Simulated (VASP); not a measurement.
## SnTe: single point with LDA

Crystal: SnTe.

```
CELL_PARAMETERS angstrom
0.00000 3.61115 3.61115
3.61115 0.00000 3.61115
3.61115 3.61115 0.00000
ATOMIC_POSITIONS crystal
Te 0.25000 0.25000 0.25000
Sn 0.00000 0.00000 0.00000
```

```yaml
Program: VASP 6.6.1
Task: single point
Functional: LDA
Potentials_or_basis: VASP PAW LDA potentials, release 64 (Te, Sn_d)
Cutoff: 520 eV
k_mesh: 6 × 6 × 6
Occupations: fermi-dirac, width 0.1 eV
Spin: no spin polarisation
```

```yaml
Pressure: -2.2 GPa
Band_gap_on_the_k_mesh: 0.20 eV, indirect (least direct gap 0.73 eV)
```

Levels at points of the mesh, in eV from the valence-band top:
```
           k point  band 6  band 7  band 8  band 9  band 10  band 11  band 12  band 13  band 14  band 15
(0.00, 0.00, 0.00)  -11.39   -5.10   -1.73   -1.73    -1.73     1.16     1.16     1.16     4.07     6.62
(0.50, 0.00, 0.00)  -10.85   -6.87   -2.27   -2.27    -1.91     1.95     1.95     3.49     5.65     6.40
(0.50, 0.50, 0.00)  -10.63   -7.23   -2.93   -2.93    -0.53     0.20     4.01     4.01     5.46     6.45
```

It took 9.6 s on 1 thread of Intel(R) Xeon(R) 6975P-C (Granite Rapids) (shared host), peak memory 0.19 GiB.

Caveat: spin-orbit coupling is left out, which moves the levels of the heavy elements. A k mesh can miss the band edges.
